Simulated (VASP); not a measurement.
**Rh2N: single point with PBE**

Crystal: Rh2N.

```xyz
3
Lattice="4.1233 0.0000 0.0000 -2.0616 3.5709 0.0000 0.0000 0.0000 2.6514" Properties=species:S:1:pos:R:3 pbc="T T T"
Rh    0.0000    2.3806    1.3257
Rh    2.0616    1.1903    1.3257
N     0.0000    0.0000    0.0000
```

```json
{
  "Program": "VASP 6.6.1",
  "Task": "single point",
  "Functional": "PBE",
  "Potentials or basis": "VASP PAW PBE potentials, release 64 (Rh_sv_GW, N)",
  "Cutoff": "700 eV",
  "k mesh": "6 × 6 × 6",
  "Occupations": "gaussian, width 0.1 eV",
  "Spin": "no spin polarisation"
}
```

```
Pressure               : -0.4 GPa
Band gap on the k mesh : zero (an odd number of electrons rules out a gap without spin polarisation)
```

Stress tensor (GPa, compression positive):
```
-0.44  0.00  0.00
 0.00 -0.44  0.00
 0.00  0.00 -0.26
```

Levels at points of the mesh, in eV from the Fermi level:
| k point | band 16 | band 17 | band 18 | band 19 | band 20 | band 21 | band 22 | band 23 |
| --- | --- | --- | --- | --- | --- | --- | --- | --- |
| (0.00, 0.00, 0.00) | -2.55 | -1.80 | -1.80 | 0.12 | 0.12 | 0.64 | 0.95 | 0.95 |
| (0.50, 0.00, 0.00) | -2.05 | -1.89 | -0.35 | -0.30 | -0.25 | 0.43 | 1.28 | 2.17 |
| (0.00, 0.00, 0.50) | -2.66 | -2.35 | -2.35 | -0.69 | 0.92 | 0.92 | 1.75 | 2.63 |
| (0.50, 0.00, 0.50) | -3.12 | -1.14 | -0.35 | 0.11 | 0.26 | 1.16 | 1.32 | 6.31 |

Run time: 56 s on 1 thread of Intel(R) Xeon(R) Platinum 8375C CPU @ 2.90GHz (Ice Lake), on a shared host, peak memory 0.21 GiB.

Caveat: the k points lie up to 0.39 Å⁻¹ apart, too coarse for converged energies and pressures of a metal.
